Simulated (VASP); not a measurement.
Here is a VASP 6.6.1 calculation.

INCAR

```
PREC = Accurate ; ENCUT = 600
EDIFF = 1E-6 ; ISMEAR = 0
SIGMA = 0.02 ; LREAL = F
LASPH = T ; NELM = 120
ALGO = Normal ; ISIF = 2
LWAVE = F ; LCHARG = T
GGA = PE ; LELF = T
LVHAR = T ; NBANDS = 19
GGA_COMPAT = F
```

The input KPOINTS:

```
regular mesh
0
Gamma
  8 8 8
```

File POSCAR:

```
CaF2
1.0
    0.0000000000      2.6991316399      2.6991316399
    2.6991316399      0.0000000000      2.6991316399
    2.6991316399      2.6991316399      0.0000000000
Ca F
1 2
Direct
    0.0000000000      0.0000000000      0.0000000000
    0.7500000000      0.7500000000      0.7500000000
    0.2500000000      0.2500000000      0.2500000000
```

Potentials or basis: VASP PAW PBE potentials, release 64 (Ca_sv, F).

The run is started by

```sh
$ cat potpaw_PBE.64/Ca_sv/POTCAR potpaw_PBE.64/F/POTCAR > POTCAR
$ mpirun -np 1 vasp_std > vasp.out
```

(1) Predict the band gap on the k mesh.

(2) Predict the pressure.

Answers

(1) 7.49 eV (least direct gap 7.75 eV).

(2) 5.8 GPa.

Caveat: the cell stands under pressure.
